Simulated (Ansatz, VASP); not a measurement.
# Two plane-wave programs on CoSi

```
CELL_PARAMETERS angstrom
4.43800 0.00000 0.00000
0.00000 4.43800 0.00000
0.00000 0.00000 4.43800
ATOMIC_POSITIONS crystal
Co 0.14000 0.14000 0.14000
Co 0.36000 0.86000 0.64000
Co 0.64000 0.36000 0.86000
Co 0.86000 0.64000 0.36000
Si 0.84300 0.84300 0.84300
Si 0.65700 0.15700 0.34300
Si 0.34300 0.65700 0.15700
Si 0.15700 0.34300 0.65700
```

Alike in both runs: task relaxation of cell and atoms; functional PBE; dispersion D3(BJ); k mesh 10 × 10 × 10; occupations gaussian, width 0.02 eV; no spin polarisation.

```csv
,VASP,Ansatz
version,VASP 6.6.1,Ansatz 0.2.0
potentials or method,"VASP PAW PBE potentials, release 64 (Co, Si)","scalar-relativistic, plane waves, PAW"
plane-wave cutoff (eV),600,420
valence electrons in the cell,52,84
```

|  | VASP | Ansatz | Ansatz less VASP |
| --- | --- | --- | --- |
| gap on the k mesh at the Fermi level, each at its own relaxed structure (eV) | none | none | - |
| relaxed volume (Å³/atom) | 10.50 | 10.51 | +0.007 |
| relaxed cell length with the largest relative difference (Å) | 4.380 | 4.381 | +0.0010 |

A gap of «none» marks a metal or a gap that the smearing closes. VASP's potentials hold 52 valence electrons a cell and Ansatz's 84, so a difference there can come from the potentials and not from the codes.
